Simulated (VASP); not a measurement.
SbP3, 8 atoms in the cell. The structure is trigonal, space group R-3m (No. 166). The conventional cell has a = 7.392 Å, b = 7.392 Å, c = 10.414 Å, α = 90.00°, β = 90.00°, γ = 120.00°. Within 3.5 Å of Sb (site symmetry 3m) lie 6 P at 2.62 to 2.98 Å. Within 3.0 Å of P (site symmetry m) lie 2 P at 2.22 Å and 2 Sb at 2.62 to 2.98 Å. 

| Property | Result |
| --- | --- |
| Program | VASP 6.6.1 |
| Task | single point |
| Functional | r2SCAN |
| Potentials or basis | VASP PAW PBE potentials, release 64 (Sb, P) |
| Cutoff | 520 eV |
| k mesh | 6 × 6 × 6 |
| Occupations | fermi-dirac, width 0.1 eV |
| Spin | no spin polarisation |
| Dipole correction | no |
| Further INCAR settings | ALGO = Normal; EDIFF = 1e-06; NBANDS = 30 |

Potentials or basis: VASP PAW PBE potentials, release 64 (Sb, P).

Run with:

```sh
$ cat potpaw_PBE.64/Sb/POTCAR potpaw_PBE.64/P/POTCAR > POTCAR
$ cp INCAR.step1 INCAR
$ mpirun -np 1 vasp_std > vasp.out
$ cp INCAR.step2 INCAR
$ mpirun -np 1 vasp_std > vasp.out
```

Hardware: 1 thread of AMD EPYC 7R13 Processor (Zen 3) (shared host).

Question: Estimate the wall time of this run.

Answer: Wall time 5.7 min on 1 thread of AMD EPYC 7R13 Processor (Zen 3), on a shared host, peak memory 0.33 GiB. Counts: k points 32.
